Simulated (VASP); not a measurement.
# TiSi4Ir (R-3m) in VASP: a series of runs

Runs on TiSi4Ir. Level: PBE. Tasks: single point, relaxation of cell and atoms.

Program: VASP 6.6.1. These are calculated values, not measurements. Logs are shortened: lines on timing, memory, paths and dates and some standing lists are left out, and cuts for length are marked.

### Step 1. The cell of the first run

It takes space group R-3m (No. 166, trigonal). Conventional cell: a = 3.711 Å, b = 3.711 Å, c = 18.175 Å, α = 90.00°, β = 90.00°, γ = 120.00°. Within 3.0 Å of Ti (site symmetry -3m) lie 8 Si at 2.31 to 2.35 Å. Si (site symmetry 3m) has 1 Ir at 2.18 Å and 3 Ti at 2.31 Å and 6 Si at 2.61 to 2.74 Å within 2.9 Å. Si (site symmetry 3m) has 3 Ir at 2.25 Å and 1 Ti at 2.35 Å and 6 Si at 2.54 to 2.61 Å within 3.0 Å. Ir (site symmetry -3m) has 8 Si at 2.18 to 2.25 Å within 2.9 Å.

The cell was built from a structure type or drawn by symmetry, and may not be a known phase.

### Step 2. Single point, PBE

File INCAR:

```
SYSTEM = TiSi4Ir
PREC = Accurate
ENCUT = 500
EDIFF = 1E-6
ISMEAR = 0
SIGMA = 0.1
LREAL = .False.
LASPH = .True.
NELM = 120
ALGO = Normal
ISIF = 2
LWAVE = .False.
LCHARG = .False.
GGA = PE
NBANDS = 28
GGA_COMPAT = .False.
```

File KPOINTS:

```
regular mesh
0
Gamma
  6 6 6
  0 0 0
```

File POSCAR:

```
TiSi4Ir
1.0
    1.8556072300      1.0713353400      6.0583012100
   -1.8556072300      1.0713353400      6.0583012100
    0.0000000000     -2.1426706700      6.0583012100
Ti Si Ir
1 4 1
Direct
    0.0000000000      0.0000000000      0.0000000000
    0.6198467000      0.6198467000      0.6198467000
    0.1290396600      0.1290396600      0.1290396600
    0.8709603400      0.8709603400      0.8709603400
    0.3801533000      0.3801533000      0.3801533000
    0.5000000000      0.5000000000      0.5000000000
```

Potentials or basis: VASP PAW PBE potentials, release 64 (Ti_sv, Si, Ir).

Started as:

```bash
$ cat potpaw_PBE.64/Ti_sv/POTCAR potpaw_PBE.64/Si/POTCAR potpaw_PBE.64/Ir/POTCAR > POTCAR
$ mpirun -np 1 vasp_std > vasp.out
```

OUTCAR:

```text
SYSTEM = TiSi4Ir
   PREC = Accurate
   ENCUT = 500
   EDIFF = 1E-6
   ISMEAR = 0
   LREAL = .False.
   LASPH = .True.
   NELM = 120
   ISIF = 2
   GGA = PE

 ion  position               nearest neighbor table
   1  0.000  0.000  0.000-   2 2.31   2 2.31   5 2.31   5 2.31   2 2.31   5 2.31   4 2.35   3 2.35

   2  0.620  0.620  0.620-   6 2.18   1 2.31   1 2.31   1 2.31   4 2.61   4 2.61   4 2.61   5 2.74
                             5 2.74   5 2.74
   3  0.129  0.129  0.129-   6 2.25   6 2.25   6 2.25   1 2.35   4 2.54   4 2.54   4 2.54   5 2.61
                             5 2.61   5 2.61
   4  0.871  0.871  0.871-   6 2.25   6 2.25   6 2.25   1 2.35   3 2.54   3 2.54   3 2.54   2 2.61
                             2 2.61   2 2.61
   5  0.380  0.380  0.380-   6 2.18   1 2.31   1 2.31   1 2.31   3 2.61   3 2.61   3 2.61   2 2.74
                             2 2.74   2 2.74
   6  0.500  0.500  0.500-   2 2.18   5 2.18   3 2.25   3 2.25   4 2.25   4 2.25   3 2.25   4 2.25

  LATTYP: Found a trigonal (rhomboedric) cell.
 ALAT       =     6.4260447519
 COS(alpha) =     0.8332312713

  Lattice vectors:

 A1 = (   1.8556072300,   1.0713353400,   6.0583012100)
 A2 = (  -1.8556072300,   1.0713353400,   6.0583012100)
 A3 = (   0.0000000000,  -2.1426706700,   6.0583012100)

Analysis of symmetry for initial positions (statically):
=====================================================================
 Subroutine PRICEL returns:
 Original cell was already a primitive cell.

 Routine SETGRP: Setting up the symmetry group for a
 trigonal (rhombohedral) supercell.

 Subroutine GETGRP returns: Found 12 space group operations
 (whereof 12 operations were pure point group operations)
 out of a pool of 12 trial point group operations.

The static configuration has the point symmetry D_3d.

Analysis of symmetry for dynamics (positions and initial velocities):
=====================================================================
 Subroutine PRICEL returns:
 Original cell was already a primitive cell.

 Routine SETGRP: Setting up the symmetry group for a
 trigonal (rhombohedral) supercell.

 Subroutine GETGRP returns: Found 12 space group operations
 (whereof 12 operations were pure point group operations)
 out of a pool of 12 trial point group operations.

The dynamic configuration has the point symmetry D_3d.

 Subroutine INISYM returns: Found 12 space group operations
 (whereof 12 operations are pure point group operations),
 and found     1 'primitive' translations

----------------------------------------------------------------------------------------

                                     Primitive cell

  volume of cell :      72.2626

  direct lattice vectors                    reciprocal lattice vectors
     1.855607230  1.071335340  6.058301210     0.269453574  0.155569093  0.055020924
    -1.855607230  1.071335340  6.058301210    -0.269453574  0.155569093  0.055020924
     0.000000000 -2.142670670  6.058301210     0.000000000 -0.311138186  0.055020925

  length of vectors
     6.426044752  6.426044752  6.426044752     0.315965621  0.315965621  0.315965620

  position of ions in fractional coordinates (direct lattice)
     0.000000000  0.000000000  0.000000000
     0.619846700  0.619846700  0.619846700
     0.129039660  0.129039660  0.129039660
     0.870960340  0.870960340  0.870960340
     0.380153300  0.380153300  0.380153300
     0.500000000  0.500000000  0.500000000

  ion indices of the primitive-cell ions
   primitive index   ion index
                 1           1
                 2           2
                 3           3
                 4           4
                 5           5
                 6           6

----------------------------------------------------------------------------------------

 KPOINTS: regular mesh

Automatic generation of k-mesh.
 Grid dimensions read from file:
 generate k-points for:    6    6    6

 Generating k-lattice:

  Cartesian coordinates                     Fractional coordinates (reciprocal lattice)
     0.044908929  0.025928182  0.009170154     0.166666667 -0.000000000  0.000000000
    -0.044908929  0.025928182  0.009170154    -0.000000000  0.166666667  0.000000000
     0.000000000 -0.051856364  0.009170154     0.000000000  0.000000000  0.166666667

  Length of vectors
     0.052660937  0.052660937  0.052660937

  Shift w.r.t. Gamma in fractional coordinates (k-lattice)
     0.000000000  0.000000000  0.000000000

 Subroutine IBZKPT returns following result:
 ===========================================

 Found     32 irreducible k-points:

 Following reciprocal coordinates:
            Coordinates               Weight
  0.000000  0.000000  0.000000      1.000000
  0.166667 -0.000000  0.000000      6.000000
  0.333333  0.000000  0.000000      6.000000
  0.500000 -0.000000  0.000000      3.000000
  0.166667  0.166667  0.000000      6.000000
  0.333333  0.166667  0.000000     12.000000
[... 16 lines left out ...]
  0.500000  0.500000  0.166667      6.000000
 -0.333333  0.500000  0.166667     12.000000
 [... further k-points ...]
   k-points           NKPTS =     32   k-points in BZ     NKDIM =     32   number of bands    NBANDS=     28
   number of dos      NEDOS =    301   number of ions     NIONS =      6
   total plane-waves  NPLWV = 110592
   dimension x,y,z NGX =    48 NGY =   48 NGZ =   48
   dimension x,y,z NGXF=    96 NGYF=   96 NGZF=   96
   ions per type =               1   4   1
   NGX,Y,Z   is equivalent  to a cutoff of  12.42, 12.42, 12.42 a.u.
   NGXF,Y,Z  is equivalent  to a cutoff of  24.84, 24.84, 24.84 a.u.
 SYSTEM =  TiSi4Ir
   PREC   = accura    normal or accurate (medium, high low for compatibility)
   ISTART =      0    job   : 0-new  1-cont  2-samecut
   ICHARG =      2    charge: 1-file 2-atom 10-const
   ISPIN  =      1    spin polarized calculation?
   LNONCOLLINEAR =      F non collinear calculations
   LSORBIT =      F    spin-orbit coupling
   LASPH  =      T    aspherical Exc in radial PAW
   ENCUT  =  500.0 eV  36.75 Ry    6.06 a.u.  11.72 11.72 11.72*2*pi/ulx,y,z
   NELM   =    120;   NELMIN=  2; NELMDL= -5     # of ELM steps
   EDIFF  = 0.1E-05   stopping-criterion for ELM
   LREAL  =      F    real-space projection
   EDIFFG = 0.1E-04   stopping-criterion for IOM
   NSW    =      0    number of steps for IOM
   IBRION =     -1    ionic relax: 0-MD 1-quasi-New 2-CG
   NFREE  =      0    steps in history (QN), initial steepest desc. (CG)
   ISIF   =      2    stress and relaxation
   ISYM   =      2    0-nonsym 1-usesym 2-fastsym
   POTIM  = 0.5000    time-step for ionic-motion
   TEBEG  =    0.0;   TEEND  =   0.0 temperature during run
   PSTRESS=    0.0 pullay stress
   NELECT =      37.0000    total number of electrons
   NUPDOWN=      -1.0000    fix difference up-down
   EMIN   =  10.00;   EMAX   =-10.00  energy-range for DOS
   EFERMI =   0.00;   METHOD = LEGACY
   ISMEAR =     0;   SIGMA  =   0.10  broadening in eV -4-tet -1-fermi 0-gaus
   EFERMI_NEDOS =   21; number of points for ismear=-14 and -15
   IALGO  =     38    algorithm
   IMIX   =      4    mixing-type and parameters
     AMIX     =   0.40;   BMIX     =  1.00
     AMIX_MAG =   1.60;   BMIX_MAG =  1.00
  volume/ion in A,a.u.               =      12.04        81.28
  Fermi-wavevector in a.u.,A,eV,Ry     =   1.309697  2.474969 23.338162  1.715307
  Thomas-Fermi vector in A             =   2.440278
   LORBIT       =      0    0 simple, 1 ext, 2 COOP (PROOUT), +10 PAW based schemes
   GGA     = PE    functional components
   LHFCALC =     F    Hartree Fock is set to
   AEXX    =    0.0000 exact exchange contribution
   IVDW    =     0    specifies the selected vdW correction
   LEPSILON=     F    determine dielectric tensor
   LRPA    =     F    only Hartree local field effects (RPA)
 non-spin polarized calculation
 Gauss-broadening in eV      SIGMA  =   0.10
  energy-cutoff  :      500.00
  volume of cell :       72.26
 maximum number of plane-waves:      1853
   NGX = 23   NGY = 23   NGZ = 23

 number of electron      37.0000001 magnetization

 Free energy of the ion-electron system (eV)
  ---------------------------------------------------
  ext. energy  EPLUGINS =         0.00000000
  ---------------------------------------------------
  free energy    TOTEN  =       -33.57874687 eV

  energy without entropy =      -33.56131991  energy(sigma->0) =      -33.57003339

 E-fermi :  12.4010     XC(G=0): -12.4457

 val. band max:       12.3922396267   @ k =   0.5000   0.5000   0.1667
 cond. band min:      12.4335943514   @ k =   0.5000   0.5000   0.3333
 fundamental gap:      0.0413547247
 Fermi energy:        12.4010173225

 k-point     1 :       0.0000    0.0000    0.0000
  band No.  band energies     occupation
      1     -43.0495      2.00000
      2     -19.5923      2.00000
      3     -19.5923      2.00000
      4     -19.4394      2.00000
      5      -2.3499      2.00000
      6       1.4661      2.00000
[... 20 lines left out ...]
     27      18.0664      0.00000
     28      18.8777      0.00000

 k-point     2 :       0.1667   -0.0000    0.0000
  band No.  band energies     occupation
      1     -43.0480      2.00000
      2     -19.6164      2.00000
      3     -19.5978      2.00000
      4     -19.4360      2.00000
      5      -1.8854      2.00000
      6       1.7949      2.00000
[... 20 lines left out ...]
     27      18.0512      0.00000
     28      18.9222      0.00000

 k-point     3 :       0.3333    0.0000    0.0000
  band No.  band energies     occupation
      1     -43.0449      2.00000
      2     -19.6642      2.00000
      3     -19.6089      2.00000
      4     -19.4292      2.00000
      5      -0.5874      2.00000
      6       2.3849      2.00000
[... 616 lines left out ...]
      3     -19.6089      2.00000
      4     -19.4293      2.00000
      5      -0.3593      2.00000
      6       1.7534      2.00000
[... 20 lines left out ...]
     27      19.2005      0.00000
     28      19.5468      0.00000

 k-point    24 :      -0.3333    0.5000    0.1667
  band No.  band energies     occupation
      1     -43.0434      2.00000
      2     -19.6754      2.00000
      3     -19.6269      2.00000
      4     -19.4258      2.00000
      5       0.7471      2.00000
      6       2.1664      2.00000
[... 20 lines left out ...]
     27      19.3233      0.00000
     28      19.6545      0.00000

 [... further k-points ...]

------------------------ aborting loop because EDIFF is reached ----------------------------------------

  FORCE on cell =-STRESS in cart. coord.  units (eV):
  Direction    XX          YY          ZZ          XY          YZ          ZX
  --------------------------------------------------------------------------------------
  -------------------------------------------------------------------------------------
  Total       35.1443294     35.1443296     44.5211219      0.0000000      0.0000000      0.0000000
  in kB      779.2059233    779.2059275    987.1043916      0.0000000      0.0000005      0.0000000
  external PRESSURE =     848.5054141 kB  Pullay stress =       0.0000000 kB

 VOLUME and BASIS-vectors are now :
 -----------------------------------------------------------------------------
  energy-cutoff  :      500.00
  volume of cell :       72.26
      direct lattice vectors                 reciprocal lattice vectors
     1.855607230  1.071335340  6.058301210     0.269453574  0.155569093  0.055020924
    -1.855607230  1.071335340  6.058301210    -0.269453574  0.155569093  0.055020924
     0.000000000 -2.142670670  6.058301210     0.000000000 -0.311138186  0.055020925

 POSITION                                       TOTAL-FORCE (eV/Angst)
 -----------------------------------------------------------------------------------
      0.00000      0.00000      0.00000        -0.000000      0.000000      0.000000
      0.00000      0.00000     11.26565        -0.000000      0.000000      2.135160
      0.00000      0.00000      2.34528        -0.000000     -0.000000     -1.823376
      0.00000      0.00000     15.82962        -0.000000      0.000000      1.823376
      0.00000      0.00000      6.90925        -0.000000     -0.000000     -2.135160
      0.00000      0.00000      9.08745         0.000000      0.000000      0.000000
 -----------------------------------------------------------------------------------
    total drift:                                0.000000      0.000000      0.000000

  FREE ENERGIE OF THE ION-ELECTRON SYSTEM (eV)
  ---------------------------------------------------
  free  energy   TOTEN  =       -33.5787468700 eV

  energy  without entropy=      -33.5613199148  energy(sigma->0) =      -33.57003339
```

It took 82 s on 1 thread of AMD EPYC 9R45 (Zen 5), shared host; peak memory 0.33 GiB.

Results:

```
Free energy            : -33.5787 eV
Pressure               : 84.9 GPa
Largest force          : 2.135 eV/Å
Band gap on the k mesh : zero (an odd number of electrons rules out a gap without spin polarisation)
```

Forces in eV/Å, atoms in the order of the input:
```
Ti   0.000  0.000  0.000
Si   0.000  0.000  2.135
Si   0.000  0.000 -1.823
Si   0.000  0.000  1.823
Si   0.000  0.000 -2.135
Ir   0.000  0.000  0.000
```

Caveat: the cell stands under pressure; spin-orbit coupling is left out, which moves the levels of the heavy elements; forces of over 1 eV/Å act on the atoms, so gaps and moduli don't describe the material at rest.

### Step 3. Single point, PBE

This run uses another cell than the first one, of 15.93 Å³/atom.

INCAR: that of step 2 with these lines changed.

```diff
@@ -12,4 +12,6 @@
 LWAVE = .False.
-LCHARG = .False.
+LCHARG = .True.
 GGA = PE
+LELF = .True.
+LVHAR = .True.
 NBANDS = 28
```

KPOINTS is that of step 2.

File POSCAR:

```
TiSi4Ir
1.0
    1.8687961621      1.0789499694      7.9012306517
   -1.8687961621      1.0789499694      7.9012306517
    0.0000000000     -2.1578999323      7.9012306526
Ti Si Ir
1 4 1
Direct
    0.0000000000      0.0000000000      0.0000000000
    0.6038889222      0.6038889222      0.6038889222
    0.1141583571      0.1141583571      0.1141583571
    0.8858416429      0.8858416429      0.8858416429
    0.3961110778      0.3961110778      0.3961110778
    0.5000000000      0.5000000000      0.5000000000
```

Potentials or basis: VASP PAW PBE potentials, release 64 (Ti_sv, Si, Ir).

Started as:

```bash
$ cat potpaw_PBE.64/Ti_sv/POTCAR potpaw_PBE.64/Si/POTCAR potpaw_PBE.64/Ir/POTCAR > POTCAR
$ mpirun -np 1 vasp_std > vasp.out
```

Run time: 2.9 min. Hardware: 1 thread of AMD EPYC 9R45 (Zen 5), shared host; peak memory 0.49 GiB.

The run converged. Its results:

```yaml
Free_energy: -40.7390 eV
Pressure: 0.0 GPa
Largest_force: 0.014 eV/Å
Band_gap_on_the_k_mesh: zero (an odd number of electrons rules out a gap without spin polarisation)
```

Forces in eV/Å, atoms in the order of the input:
```
Ti   0.000  0.000  0.000
Si   0.000  0.000  0.006
Si   0.000  0.000 -0.014
Si   0.000  0.000  0.014
Si   0.000  0.000 -0.006
Ir   0.000  0.000  0.000
```

Levels at points of the mesh, in eV from the Fermi level:
```tsv
k point	band 14	band 15	band 16	band 17	band 18	band 19	band 20	band 21	band 22	band 23
(0.00, 0.00, 0.00)	-2.23	-1.18	-1.18	-0.73	-0.73	0.29	0.29	2.03	2.98	3.29
(0.50, 0.00, 0.00)	-3.11	-2.87	-2.04	-1.91	-0.81	-0.11	0.38	1.57	1.83	1.96
(0.50, 0.50, 0.00)	-2.79	-2.54	-2.06	-2.00	-1.72	-1.20	0.90	1.52	1.84	2.01
(0.50, 0.50, 0.50)	-1.92	-1.92	-0.83	-0.03	-0.03	1.17	1.29	1.45	1.45	1.63
```

Caveat: spin-orbit coupling is left out, which moves the levels of the heavy elements.

(Continued in part 2 of 2.)
